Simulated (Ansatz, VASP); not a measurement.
**Two plane-wave programs on MgI2**

Contents of INCAR:

```
SYSTEM = MgI2
  PREC = Accurate
  ENCUT = 600
  EDIFF = 1E-6
  ISMEAR = 0
  SIGMA = 0.01
  LREAL = .FALSE.
  LASPH = .TRUE.
  NELM = 80
  ALGO = Normal
  ISIF = 3
  LWAVE = .FALSE.
  LCHARG = .FALSE.
  GGA = PE
  IBRION = 2
  NSW = 100
  EDIFFG = -0.01
```

Contents of KPOINTS:

```
regular mesh
0
G
  6 6 6
  0 0 0
```

File POSCAR:

```
MgI2
1.0
    5.9673188600      0.0000000000      0.0000000000
    0.0000000000      5.9673188600      0.0000000000
    0.0000000000      0.0000000000      5.9673188600
Mg I
1 2
Direct
    0.0000000000      0.0000000000      0.0000000000
    0.5000000000      0.0000000000      0.0000000000
    0.0000000000      0.5000000000      0.0000000000
```

Input for Ansatz:

```yaml
crystal:
  lattice:
    - [5.96731886, 0.0, 0.0]
    - [0.0, 5.96731886, 0.0]
    - [0.0, 0.0, 5.96731886]
  atoms:
    - { symbol: Mg, position: [0.0, 0.0, 0.0] }
    - { symbol: I, position: [0.5, 0.0, 0.0] }
    - { symbol: I, position: [0.0, 0.5, 0.0] }
basis:
  ecutwfc: 420
kpoints:
  mp_grid: { grid: [6, 6, 6] }
hamiltonian:
  xc: pbe
scf:
  occupations: { method: gaussian, width: 0.01 }
output:
  forces: true
  stress: true
  eigenvalues: true
relax:
  adjacent_minimum: "off"
  f_tol: 0.01
  max_steps: 80
  cell: { stress_tol: 0.05 }
```

Change from the starting cell: ordered vacancies on the anion sites of rhenium trioxide (P4/mmm, No. 123).

Alike in both runs: task relaxation of cell and atoms; functional PBE; k mesh 6 × 6 × 6; occupations gaussian, width 0.01 eV; no spin polarisation.

```csv
,VASP,Ansatz
version,VASP 6.6.1,Ansatz 0.2.0
potentials or method,"VASP PAW PBE potentials, release 64 (Mg, I), cutoff 600 eV","scalar-relativistic, plane waves, PAW"
valence electrons in the cell,16,44
```

Ansatz gave:

| Item | Value |
| --- | --- |
| gap on the k mesh at the Fermi level, each at its own relaxed structure (eV) | 0.48 |
| relaxed volume (Å³/atom) | 69.45 |
| relaxed cell length with the largest relative difference (Å) | 6.592 |

Q: Estimate VASP's values.

A: gap on the k mesh at the Fermi level, each at its own relaxed structure (eV): 0.50; relaxed volume (Å³/atom): 78.77; relaxed cell length with the largest relative difference (Å): 7.484.

One of these differences is far larger than is usual between the two programs; its cause wasn't traced. VASP's potentials hold 16 valence electrons a cell and Ansatz's 44, so a difference there can come from the potentials and not from the codes.

Neither program's run includes spin-orbit coupling.
